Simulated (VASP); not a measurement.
# Sr (I4_1/amd) in VASP: single point with PBE

Aim: the single point of Sr with PBE.

Program: VASP 6.6.1. These are calculated values, not measurements. Logs are shortened: lines on timing, memory, paths and dates and some standing lists are left out, and cuts for length are marked.

## Step 1: The cell of the first run

Symmetry: I4_1/amd, No. 141, tetragonal system. The conventional cell has a = 5.552 Å, b = 5.552 Å, c = 3.010 Å, α = 90.00°, β = 90.00°, γ = 90.00°. Sr (site symmetry -4m2) has 10 Sr at 2.88 to 3.58 Å within 3.8 Å.

## Step 2: Single point, PBE

The input, INCAR:

```
  PREC = Accurate
  ENCUT = 520
  EDIFF = 1E-7
  ISMEAR = -1
  SIGMA = 0.05
  LREAL = False
  LASPH = True
  NELM = 80
  ALGO = Normal
  ISIF = 2
  LWAVE = False
  LCHARG = False
  GGA = PE
  NBANDS = 17
```

The input, KPOINTS:

```
Automatic mesh
0
Gamma
  14 14 14
```

The input, POSCAR:

```
Sr
1.0
   -2.7761842976      2.7761842976      1.5049140955
    2.7761842976     -2.7761842976      1.5049140955
    2.7761842976      2.7761842976     -1.5049140955
Sr
2
Direct
   -0.3750000000     -0.1250000000     -0.2500000000
    0.3750000000      0.1250000000      0.2500000000
```

Potentials or basis: VASP PAW PBE potentials, release 64 (Sr_sv).

Run with:

```
$ cat potpaw_PBE.64/Sr_sv/POTCAR > POTCAR
$ mpirun -np 1 vasp_std > vasp.out
```

OUTCAR:

```text
PREC = Accurate
   ENCUT = 520
   EDIFF = 1E-7
   ISMEAR = -1
   LREAL = False
   LASPH = True
   NELM = 80
   ISIF = 2
   GGA = PE

 ion  position               nearest neighbor table
   1  0.625  0.875  0.750-   2 2.88   2 2.88   2 2.88   2 2.88   2 3.58   2 3.58   2 3.58   2 3.58
                             2 4.68   2 4.68
   2  0.375  0.125  0.250-   1 2.88   1 2.88   1 2.88   1 2.88   1 3.58   1 3.58   1 3.58   1 3.58
                             1 4.68   1 4.68

  LATTYP: Found a body centered tetragonal cell.
 ALAT       =     5.5523685952
 C/A-ratio  =     0.5420800401

  Lattice vectors:

 A1 = (  -2.7761842976,   2.7761842976,   1.5049140955)
 A2 = (   2.7761842976,  -2.7761842976,   1.5049140955)
 A3 = (   2.7761842976,   2.7761842976,  -1.5049140955)

Analysis of symmetry for initial positions (statically):
=====================================================================
 Subroutine PRICEL returns:
 Original cell was already a primitive cell.

 Routine SETGRP: Setting up the symmetry group for a
 body centered tetragonal supercell.

 Subroutine GETGRP returns: Found 16 space group operations
 (whereof  4 operations were pure point group operations)
 out of a pool of 16 trial point group operations.

The static configuration has the point symmetry C_2h.
 The point group associated with its full space group is D_4h.

Analysis of symmetry for dynamics (positions and initial velocities):
=====================================================================
 Subroutine PRICEL returns:
 Original cell was already a primitive cell.

 Routine SETGRP: Setting up the symmetry group for a
 body centered tetragonal supercell.

 Subroutine GETGRP returns: Found 16 space group operations
 (whereof  4 operations were pure point group operations)
 out of a pool of 16 trial point group operations.

The dynamic configuration has the point symmetry C_2h.
 The point group associated with its full space group is D_4h.

 Subroutine INISYM returns: Found 16 space group operations
 (whereof  4 operations are pure point group operations),
 and found     1 'primitive' translations

----------------------------------------------------------------------------------------

                                     Primitive cell

  volume of cell :      46.3947

  direct lattice vectors                    reciprocal lattice vectors
    -2.776184298  2.776184298  1.504914095     0.000000000  0.180103317  0.332244878
     2.776184298 -2.776184298  1.504914095     0.180103317  0.000000000  0.332244878
     2.776184298  2.776184298 -1.504914095     0.180103317  0.180103317  0.000000000

  length of vectors
     4.204659908  4.204659908  4.204659908     0.377920446  0.377920446  0.254704553

  position of ions in fractional coordinates (direct lattice)
     0.625000000  0.875000000  0.750000000
     0.375000000  0.125000000  0.250000000

  ion indices of the primitive-cell ions
   primitive index   ion index
                 1           1
                 2           2

----------------------------------------------------------------------------------------

 KPOINTS: Automatic mesh

Automatic generation of k-mesh.
 Grid dimensions read from file:
 generate k-points for:   14   14   14

 Generating k-lattice:

  Cartesian coordinates                     Fractional coordinates (reciprocal lattice)
     0.000000000  0.012864523  0.023731777     0.071428571  0.000000000 -0.000000000
     0.012864523  0.000000000  0.023731777     0.000000000  0.071428571 -0.000000000
     0.012864523  0.012864523  0.000000000     0.000000000  0.000000000  0.071428571

  Length of vectors
     0.026994318  0.026994318  0.018193182

  Shift w.r.t. Gamma in fractional coordinates (k-lattice)
     0.000000000  0.000000000  0.000000000

 Subroutine IBZKPT returns following result:
 ===========================================

 Found    244 irreducible k-points:

 Following reciprocal coordinates:
            Coordinates               Weight
  0.000000  0.000000  0.000000      1.000000
  0.071429  0.000000 -0.000000      8.000000
  0.142857  0.000000 -0.000000      8.000000
  0.214286  0.000000 -0.000000      8.000000
  0.285714  0.000000 -0.000000      8.000000
  0.357143  0.000000 -0.000000      8.000000
[... 16 lines left out ...]
  0.214286  0.142857 -0.000000     16.000000
  0.285714  0.142857 -0.000000     16.000000
 [... further k-points ...]
   k-points           NKPTS =    244   k-points in BZ     NKDIM =    244   number of bands    NBANDS=     17
   number of dos      NEDOS =    301   number of ions     NIONS =      2
   total plane-waves  NPLWV =  32768
   dimension x,y,z NGX =    32 NGY =   32 NGZ =   32
   dimension x,y,z NGXF=    64 NGYF=   64 NGZF=   64
   ions per type =               2
   NGX,Y,Z   is equivalent  to a cutoff of  12.65, 12.65, 12.65 a.u.
   NGXF,Y,Z  is equivalent  to a cutoff of  25.30, 25.30, 25.30 a.u.
 SYSTEM =  unknown system
   PREC   = accura    normal or accurate (medium, high low for compatibility)
   ISTART =      0    job   : 0-new  1-cont  2-samecut
   ICHARG =      2    charge: 1-file 2-atom 10-const
   ISPIN  =      1    spin polarized calculation?
   LNONCOLLINEAR =      F non collinear calculations
   LSORBIT =      F    spin-orbit coupling
   LASPH  =      T    aspherical Exc in radial PAW
   ENCUT  =  520.0 eV  38.22 Ry    6.18 a.u.   7.82  7.82  7.82*2*pi/ulx,y,z
   NELM   =     80;   NELMIN=  2; NELMDL= -5     # of ELM steps
   EDIFF  = 0.1E-06   stopping-criterion for ELM
   LREAL  =      F    real-space projection
   EDIFFG = 0.1E-05   stopping-criterion for IOM
   NSW    =      0    number of steps for IOM
   IBRION =     -1    ionic relax: 0-MD 1-quasi-New 2-CG
   NFREE  =      0    steps in history (QN), initial steepest desc. (CG)
   ISIF   =      2    stress and relaxation
   ISYM   =      2    0-nonsym 1-usesym 2-fastsym
   POTIM  = 0.5000    time-step for ionic-motion
   TEBEG  =    0.0;   TEEND  =   0.0 temperature during run
   PSTRESS=    0.0 pullay stress
   NELECT =      20.0000    total number of electrons
   NUPDOWN=      -1.0000    fix difference up-down
   EMIN   =  10.00;   EMAX   =-10.00  energy-range for DOS
   EFERMI =   0.00;   METHOD = LEGACY
   ISMEAR =    -1;   SIGMA  =   0.05  broadening in eV -4-tet -1-fermi 0-gaus
   EFERMI_NEDOS =   21; number of points for ismear=-14 and -15
   IALGO  =     38    algorithm
   IMIX   =      4    mixing-type and parameters
     AMIX     =   0.40;   BMIX     =  1.00
     AMIX_MAG =   1.60;   BMIX_MAG =  1.00
  volume/ion in A,a.u.               =      23.20       156.54
  Fermi-wavevector in a.u.,A,eV,Ry     =   1.236693  2.337012 20.808896  1.529411
  Thomas-Fermi vector in A             =   2.371291
   LORBIT       =      0    0 simple, 1 ext, 2 COOP (PROOUT), +10 PAW based schemes
   GGA     = PE    functional components
   LHFCALC =     F    Hartree Fock is set to
   AEXX    =    0.0000 exact exchange contribution
   IVDW    =     0    specifies the selected vdW correction
   LEPSILON=     F    determine dielectric tensor
   LRPA    =     F    only Hartree local field effects (RPA)
 non-spin polarized calculation
  energy-cutoff  :      520.00
  volume of cell :       46.39
 maximum number of plane-waves:      1277
   NGX = 15   NGY = 15   NGZ = 15

 number of electron      20.0000000 magnetization

 Free energy of the ion-electron system (eV)
  ---------------------------------------------------
  ext. energy  EPLUGINS =         0.00000000
  ---------------------------------------------------
  free energy    TOTEN  =         0.64653993 eV

  energy without entropy =        0.65475330  energy(sigma->0) =        0.65064661

 E-fermi :   5.5345     XC(G=0): -10.5648

 val. band max:        5.5196889973   @ k =  -0.4286  -0.4286   0.2857
 cond. band min:       5.5450813412   @ k =   0.4286   0.1429   0.0714
 fundamental gap:      0.0253923439
 Fermi energy:         5.5345173623

 k-point     1 :       0.0000    0.0000    0.0000
  band No.  band energies     occupation
      1     -30.6867      2.00000
      2     -29.7473      2.00000
      3     -13.4832      2.00000
      4     -13.4832      2.00000
      5     -11.2850      2.00000
      6     -11.2609      2.00000
[... 9 lines left out ...]
     16      11.2838      0.00000
     17      11.2838      0.00000

 k-point     2 :       0.0714    0.0000   -0.0000
  band No.  band energies     occupation
      1     -30.6629      2.00000
      2     -29.7442      2.00000
      3     -13.4727      2.00000
      4     -13.4370      2.00000
      5     -11.4173      2.00000
      6     -11.3927      2.00000
[... 9 lines left out ...]
     16      12.4840      0.00000
     17      12.5108      0.00000

 k-point     3 :       0.1429    0.0000   -0.0000
  band No.  band energies     occupation
      1     -30.5947      2.00000
      2     -29.7363      2.00000
      3     -13.4423      2.00000
      4     -13.3094      2.00000
      5     -11.7884      2.00000
      6     -11.7019      2.00000
[... 9 lines left out ...]
     16      12.3470      0.00000
     17      12.6622      0.00000

 k-point     4 :       0.2143    0.0000   -0.0000
  band No.  band energies     occupation
      1     -30.4918      2.00000
      2     -29.7272      2.00000
      3     -13.3963      2.00000
      4     -13.1443      2.00000
      5     -12.2850      2.00000
      6     -12.0840      2.00000
[... 9 lines left out ...]
     16      11.2903      0.00000
     17      11.9174      0.00000
[... 343 lines left out ...]
      1     -30.4039      2.00000
      2     -29.6868      2.00000
      3     -13.2630      2.00000
      4     -13.2005      2.00000
      5     -12.6673      2.00000
      6     -12.5225      2.00000
[... 9 lines left out ...]
     16      11.1394      0.00000
     17      11.4289      0.00000

 k-point    23 :       0.2143    0.1429   -0.0000
  band No.  band energies     occupation
      1     -30.2896      2.00000
      2     -29.6840      2.00000
      3     -13.4325      2.00000
      4     -13.1547      2.00000
      5     -12.8985      2.00000
      6     -12.7402      2.00000
[... 9 lines left out ...]
     16      11.7875      0.00000
     17      12.6293      0.00000

 k-point    24 :       0.2857    0.1429   -0.0000
  band No.  band energies     occupation
      1     -30.1881      2.00000
      2     -29.7030      2.00000
      3     -13.6795      2.00000
      4     -13.2431      2.00000
      5     -13.0382      2.00000
      6     -12.6163      2.00000
[... 9 lines left out ...]
     16      12.3099      0.00000
     17      12.7528      0.00000

 [... further k-points ...]

------------------------ aborting loop because EDIFF is reached ----------------------------------------

  FORCE on cell =-STRESS in cart. coord.  units (eV):
  Direction    XX          YY          ZZ          XY          YZ          ZX
  --------------------------------------------------------------------------------------
  -------------------------------------------------------------------------------------
  Total        9.7596996      9.7596996      9.7473885     -0.0000000     -0.0000000      0.0000000
  in kB      337.0379031    337.0379031    336.6127564     -0.0000000     -0.0000000      0.0000000
  external PRESSURE =     336.8961875 kB  Pullay stress =       0.0000000 kB

 VOLUME and BASIS-vectors are now :
 -----------------------------------------------------------------------------
  energy-cutoff  :      520.00
  volume of cell :       46.39
      direct lattice vectors                 reciprocal lattice vectors
    -2.776184298  2.776184298  1.504914095     0.000000000  0.180103317  0.332244878
     2.776184298 -2.776184298  1.504914095     0.180103317  0.000000000  0.332244878
     2.776184298  2.776184298 -1.504914095     0.180103317  0.180103317  0.000000000

 POSITION                                       TOTAL-FORCE (eV/Angst)
 -----------------------------------------------------------------------------------
      2.77618      1.38809      1.12869        -0.000000      0.000000     -0.000000
      0.00000      1.38809      0.37623         0.000000     -0.000000      0.000000
 -----------------------------------------------------------------------------------
    total drift:                                0.000000     -0.000000      0.000000

  FREE ENERGIE OF THE ION-ELECTRON SYSTEM (eV)
  ---------------------------------------------------
  free  energy   TOTEN  =         0.6465399296 eV

  energy  without entropy=        0.6547532978  energy(sigma->0) =        0.65064661
```

Run time: 69 s. Hardware: 1 thread of Intel Xeon 6975P-C (Granite Rapids), shared host; peak memory 0.29 GiB.

Results:

```yaml
Free_energy: 0.6465 eV
Pressure: 33.7 GPa
Band_gap_on_the_k_mesh: zero (bands 10 and 11 overlap by 1.45 eV)
```

Levels at points of the mesh, in eV from the Fermi level:
```
           k point  band 7  band 8  band 9  band 10  band 11  band 12  band 13  band 14
(0.00, 0.00, 0.00)  -16.68  -16.68   -3.68    -2.71     0.63     0.76     1.78     5.20
(0.50, 0.00, 0.00)  -17.36  -16.58   -1.67    -1.37     0.28     2.24     3.32     3.76
(0.50, 0.50, 0.00)  -16.70  -16.70   -1.03    -1.03     0.91     0.91     3.44     3.44
(0.50, 0.50, 0.50)  -16.34  -16.34   -0.69    -0.69     2.19     2.19     2.52     2.52
```

Caveat: the cell stands under pressure.

The gap in the log of VASP goes by the Fermi energy; the results here count the filled bands.